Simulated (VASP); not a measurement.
A run of VASP 6.6.1 is set up as follows.

File POSCAR:

```
Ir
1.0
    2.7875843874      0.0000000000      0.0000000000
   -1.3937921937      2.4141188946      0.0000000000
    0.0000000000      0.0000000000      4.5210110761
Ir
2
Direct
    0.3333333333      0.6666666667      0.2500000000
    0.6666666667      0.3333333333      0.7500000000
```

File INCAR.step1:

```
PREC = Accurate ; ENCUT = 620
ISMEAR = -1 ; SIGMA = 0.05
LREAL = F ; LASPH = T
NELM = 120 ; NBANDS = 24
GGA = PE ; ALGO = Normal
EDIFF = 1E-5 ; LWAVE = T
LCHARG = F ; GGA_COMPAT = F
```

The input INCAR.step2:

```
PREC = Accurate ; ENCUT = 620
EDIFF = 1E-6 ; ISMEAR = -1
SIGMA = 0.05 ; LREAL = F
LASPH = T ; NELM = 120
ALGO = Normal ; ISIF = 2
LWAVE = F ; LCHARG = T
METAGGA = R2SCAN ; LMIXTAU = T
LELF = T ; LVHAR = T
NBANDS = 24 ; ISTART = 1
GGA_COMPAT = F
```

File KPOINTS:

```
regular mesh
0
Gamma
  11 11 6
```

Potentials or basis: VASP PAW PBE potentials, release 64 (Ir_sv_GW).

The run is started by

```bash
$ cat potpaw_PBE.64/Ir_sv_GW/POTCAR > POTCAR
$ cp INCAR.step1 INCAR
$ mpirun -np 1 vasp_std > vasp.out
$ cp INCAR.step2 INCAR
$ mpirun -np 1 vasp_std > vasp.out
```

Q: What does it give for the band gap on the k mesh?

A: Zero (bands 17 and 18 overlap by 2.97 eV).

Q: Estimate the pressure.

A: -21.1 GPa.

Stress tensor (GPa, compression positive):
```
-20.83   0.00   0.00
  0.00 -20.83   0.00
  0.00   0.00 -21.64
```

Caveat: the cell stands under tension; the PAW data sets were made with another functional, which shifts forces and pressure a little; spin-orbit coupling is left out, which moves the levels of the heavy elements.
